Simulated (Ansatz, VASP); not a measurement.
## One calculation of Ti, two programs

The input INCAR:

```
SYSTEM = Ti
PREC     = Accurate       ! precision mode
ENCUT    = 520            ! plane-wave cutoff, eV
EDIFF    = 1E-7           ! SCF threshold, eV
ISMEAR   = -1             ! smearing method
SIGMA    = 0.1            ! smearing width, eV
LREAL    = .False.        ! projectors in reciprocal space
LASPH    = .True.         ! aspherical terms in the spheres
NELM     = 80             ! most SCF steps
ALGO     = Normal         ! electronic algorithm
ISIF     = 2              ! what is computed and relaxed
LWAVE    = .False.        ! write WAVECAR
LCHARG   = .False.        ! write CHGCAR
GGA      = B5             ! functional
ALDAX    = 1.0          
AGGAX    = 1.0          
AGGAC    = 1.0          
ALDAC    = 0.0          
NBANDS   = 19             ! bands
```

The input KPOINTS:

```
regular mesh
0
Gamma
  11 11 11
  0 0 0
```

Contents of POSCAR:

```
Ti
1.0
    0.0000000000      2.9128345859      2.9128345859
    2.9128345859      0.0000000000      2.9128345859
    2.9128345859      2.9128345859      0.0000000000
Ti
2
Direct
    0.1250000000      0.1250000000      0.1250000000
    0.8750000000      0.8750000000      0.8750000000
```

Input for Ansatz:

```yaml
crystal:
  lattice:
    - [0.0, 2.9128345859, 2.9128345859]
    - [2.9128345859, 0.0, 2.9128345859]
    - [2.9128345859, 2.9128345859, 0.0]
  atoms:
    - { symbol: Ti, position: [0.125, 0.125, 0.125] }
    - { symbol: Ti, position: [0.875, 0.875, 0.875] }
hamiltonian:
  xc: blyp
  pseudopotentials:
    kind: paw
    azcp:
      Ti: "pseudopotentials/Ti.paw.azcp"
basis:
  ecutwfc: 420
  fft_grid_basis: typed
kpoints:
  mp_grid: { grid: [11, 11, 11], shift: [0, 0, 0] }
magnetization:
  spin_polarized: false
scf:
  occupations: { method: fermi_dirac, width: 0.1 }
  lower_state_search: "off"
output:
  stress: true
```

Alike in both runs: task single point; functional BLYP; k mesh 11 × 11 × 11; occupations fermi-dirac, width 0.1 eV; no spin polarisation.

```csv
,VASP,Ansatz
version,VASP 6.6.1,Ansatz 0.2.0
potentials or method,"VASP PAW PBE potentials, release 64 (Ti_sv), cutoff 520 eV","plane waves (420 eV) with PAW, scalar-relativistic"
valence electrons in the cell,24,24
```

```tsv
	VASP	Ansatz	Ansatz less VASP
pressure (GPa)	0.0	0.1	+0.04
```

VASP's potentials were made for PBE, not for BLYP.
